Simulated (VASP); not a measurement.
A run of VASP 6.6.1 is set up as follows.

File INCAR:

```
PREC     = Accurate       # precision mode
ENCUT    = 520            # plane-wave cutoff, eV
EDIFF    = 1E-6           # SCF threshold, eV
ISMEAR   = 0              # smearing method
SIGMA    = 0.02           # smearing width, eV
LREAL    = False          # projectors in reciprocal space
LASPH    = True           # aspherical terms in the spheres
NELM     = 60             # most SCF steps
ALGO     = Normal         # electronic algorithm
ISIF     = 2              # what is computed and relaxed
LWAVE    = False          # write WAVECAR
LCHARG   = False          # write CHGCAR
GGA      = PE             # functional
IVDW     = 12             # dispersion correction
NBANDS   = 22             # bands
```

File KPOINTS:

```
Automatic mesh
0
Gamma
  6 6 6
```

File POSCAR:

```
H3C2
1.0
    3.4198587288     -3.1152322630      0.0775773285
    3.4198587288      3.1152322630      0.0775773285
   -0.6556428644      0.0000000000      3.9740851098
H C
6 4
Direct
    0.2664279107      0.2664279107      0.5469081285
    0.7335720893      0.7335720893      0.4530918715
    0.2186410824      0.5039297001      0.2226266003
    0.4960702999      0.7813589176      0.7773733997
    0.7813589176      0.4960702999      0.7773733997
    0.5039297001      0.2186410824      0.2226266003
    0.0813218616      0.0813218616      0.0828942131
    0.9186781384      0.9186781384      0.9171057869
    0.2768134426      0.2768134426      0.2775563512
    0.7231865574      0.7231865574      0.7224436488
```

Potentials or basis: VASP PAW PBE potentials, release 64 (H, C).

The run is started by

```sh
$ cat potpaw_PBE.64/H/POTCAR potpaw_PBE.64/C/POTCAR > POTCAR
$ mpirun -np 1 vasp_std > vasp.out
```

Task: Predict the pressure.

Result: 0.8 GPa.

Task: Predict the dispersion energy per atom.

Result: -0.066 eV.

Task: What does it give for the largest force?

Result: 0.069 eV/Å.

Stress tensor (GPa, compression positive):
```
0.91 0.00 0.01
0.00 0.76 0.00
0.01 0.00 0.75
```
